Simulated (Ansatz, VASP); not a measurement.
**Two plane-wave programs on Zr**

```
Zr
1.0
     4.90365    0.00000    0.00000
    -2.45183    4.24669    0.00000
     0.00000    0.00000    4.92303
Zr
4
Direct
  0.00000 0.00000 0.25000
  0.00000 0.00000 0.75000
  0.33333 0.66667 0.75000
  0.66667 0.33333 0.25000
```

Alike in both runs: functional PBEsol; k mesh 6 × 6 × 4; occupations gaussian, width 0.1 eV; no spin polarisation.

Ansatz relaxed the structure, and its values are those at the end. VASP's run is a single point on that final structure, the one shown.

|  | VASP | Ansatz |
| --- | --- | --- |
| version | VASP 6.6.1 | Ansatz 0.2.0 |
| potentials or method | VASP PAW PBE potentials, release 64 (Zr_sv), cutoff 520 eV | scalar-relativistic, plane waves, PAW |
| valence electrons in the cell | 48 | 48 |

|  | VASP | Ansatz | Ansatz less VASP |
| --- | --- | --- | --- |
| gap on the k mesh at the Fermi level (eV) | none | none | - |
| pressure (GPa) | 0.1 | 0.0 | -0.15 |

VASP's potentials were made for PBE, not for PBEsol. A gap of «none» marks a metal or a gap that the smearing closes. With one functional, cell and mesh, what is left measures potentials, basis and numerics.
